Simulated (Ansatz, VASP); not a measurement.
## Mg in VASP and in Ansatz

The input INCAR:

```
SYSTEM = Mg
PREC = Accurate ; ENCUT = 520
EDIFF = 1E-6 ; ISMEAR = 1
SIGMA = 0.3 ; LREAL = .FALSE.
LASPH = .TRUE. ; NELM = 60
ALGO = Normal ; ISIF = 2
LWAVE = .FALSE. ; LCHARG = .FALSE.
GGA = PE ; NBANDS = 9
```

File KPOINTS:

```
Automatic mesh
0
G
  7 7 4
  0 0 0
```

POSCAR

```
Mg
1.0
    3.2039422271      0.0000000000      0.0000000000
   -1.6019711135      2.7747000248      0.0000000000
    0.0000000000      0.0000000000      5.2016016533
Mg
2
Direct
    0.3261400000      0.6596100000      0.2467300000
    0.6633600000      0.3421200000      0.7494500000
```

Input for Ansatz:

```yaml
crystal:
  lattice:
    - [3.2039422270984796, 0.0, 0.0]
    - [-1.6019711135492398, 2.774700024760505, 0.0]
    - [0.0, 0.0, 5.201601653273676]
  atoms:
    - { symbol: Mg, position: [0.32614, 0.65961, 0.24673] }
    - { symbol: Mg, position: [0.66336, 0.34212, 0.74945] }
basis:
  ecutwfc: 540.0
  xc_grid: 2
kpoints:
  mp_grid:
    grid: [7, 7, 4]
hamiltonian:
  xc: pbe
scf:
  convergence:
    dr2_threshold: 1.0e-09
  occupations:
    method: cold
    width: 0.3
output:
  forces: true
  stress: true
```

Alike in both runs: task single point; functional PBE; k mesh 7 × 7 × 4; no spin polarisation.

|  | VASP | Ansatz |
| --- | --- | --- |
| version | VASP 6.6.1 | Ansatz 0.2.0 |
| potentials or method | VASP PAW PBE potentials, release 64 (Mg), cutoff 520 eV | plane waves, PAW |
| occupations | methfessel-paxton of order 1, width 0.3 eV | cold, width 0.3 eV |
| valence electrons in the cell | 4 | 20 |

|  | VASP | Ansatz | Ansatz less VASP |
| --- | --- | --- | --- |
| pressure (GPa) | -0.2 | -0.1 | +0.08 |
| traceless stress, the component that is largest in VASP (GPa) | 1.91 | 1.79 | -0.126 |
| rms of the force components (eV/Å) | 0.032 | 0.031 | -0.0005 |

Atom by atom the forces differ by 0.001 eV/Å (rms over components). VASP's potentials hold 4 valence electrons a cell and Ansatz's 20, so a difference there can come from the potentials and not from the codes. Ansatz's warnings: stress scf threshold loose.
